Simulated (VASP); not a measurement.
## AlRu: relaxation of cell and atoms with r2SCAN

AlRu:

```
Al Ru
1.0
     2.98250    0.00000    0.00000
     0.00000    2.98250    0.00000
     0.00000    0.00000    2.98250
Al Ru
1 1
Direct
  0.00000 0.00000 0.00000
  0.50000 0.50000 0.50000
```

```yaml
Program: VASP 6.6.1
Task: relaxation of cell and atoms
Functional: r2SCAN
Potentials_or_basis: VASP PAW PBE potentials, release 64 (Al, Ru_pv)
Cutoff: 600 eV
k_mesh: 14 × 14 × 14
Occupations: gaussian, width 0.1 eV
Spin: no spin polarisation
Dipole_correction: no
Further_INCAR_settings: ALGO = Normal; EDIFF = 1e-06; IBRION = 2; EDIFFG = -0.005; NSW = 100; ISIF = 3
```

```
Relaxed volume                        : 13.27 Å³/atom
Relaxed cell                          : a = 2.983 Å, b = 2.983 Å, c = 2.983 Å, α = 90.00°, β = 90.00°, γ = 90.00°
Space group after relaxing (to 0.1 Å) : Pm-3m (No. 221)
Energy gained by relaxing             : 0.0 meV/atom
Ionic steps                           : 3
Pressure after relaxing               : 0.0 GPa
Band gap on the k mesh                : zero (an odd number of electrons rules out a gap without spin polarisation)
```

Final structure:
```yaml
crystal:
  lattice:
    - [2.98324, 0.00000, 0.00000]
    - [0.00000, 2.98324, 0.00000]
    - [0.00000, 0.00000, 2.98324]
  atoms:
    - { symbol: Al, position: [0.00000, 0.00000, 0.00000] }
    - { symbol: Ru, position: [0.50000, 0.50000, 0.50000] }
```

Levels at points of the mesh, in eV from the Fermi level:
| k point | band 5 | band 6 | band 7 | band 8 | band 9 | band 10 | band 11 | band 12 |
| --- | --- | --- | --- | --- | --- | --- | --- | --- |
| (0.00, 0.00, 0.00) | -3.73 | -3.73 | 0.17 | 0.17 | 0.17 | 6.55 | 6.55 | 6.55 |
| (0.50, 0.00, 0.00) | -5.71 | -2.84 | -1.71 | -1.71 | 0.44 | 2.54 | 7.73 | 10.37 |
| (0.50, 0.50, 0.00) | -3.18 | -1.49 | -1.49 | -1.26 | -1.26 | 1.74 | 5.71 | 6.85 |
| (0.50, 0.50, 0.50) | -4.97 | -4.97 | 1.84 | 1.84 | 3.25 | 4.34 | 4.34 | 4.34 |

Wall time 5.1 min on 1 thread of Intel(R) Xeon(R) Platinum 8259CL CPU @ 2.50GHz (Skylake/Cascade Lake), with other jobs on the host, peak memory 0.18 GiB.

Caveat: the PAW data sets were made with another functional, which shifts forces and pressure a little.
